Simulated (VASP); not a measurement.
Input of a VASP 6.6.1 run:

INCAR

```
ALGO = Fast
EDIFF = 1E-6
ENCUT = 520
GGA = PS
ISIF = 2
ISMEAR = 0
LASPH = True
LCHARG = True
LELF = True
LREAL = False
LVHAR = True
LWAVE = False
NBANDS = 12
NELM = 80
PREC = Accurate
SIGMA = 0.15
```

KPOINTS

```
k-points
0
Gamma
  24 24 24
```

POSCAR

```
Cu
1.0
   -1.5185399693      1.4427933200      1.3760814500
    1.5185399693     -1.4427933200      1.3760814500
    1.5185399693      1.4427933200     -1.3760814500
Cu
1
Direct
    0.0000000000      0.0000000000      0.0000000000
```

Potentials or basis: VASP PAW PBE potentials, release 64 (Cu).

Command:

```sh
$ cat potpaw_PBE.64/Cu/POTCAR > POTCAR
$ mpirun -np 1 vasp_std > vasp.out
```

Task: Predict the band gap on the k mesh.

Result: Zero (an odd number of electrons rules out a gap without spin polarisation).

Task: Predict the pressure.

Result: -7.8 GPa.

Stress tensor (GPa, compression positive):
```
-7.08  0.00  0.00
 0.00 -8.48  0.00
 0.00  0.00 -7.93
```

Caveat: the cell differs from its parent crystal (strain +0.0525 x Voigt [1, 0, 0, 0, 0, 0]); the cell stands under tension; the PAW data sets were made with another functional, which shifts forces and pressure a little.
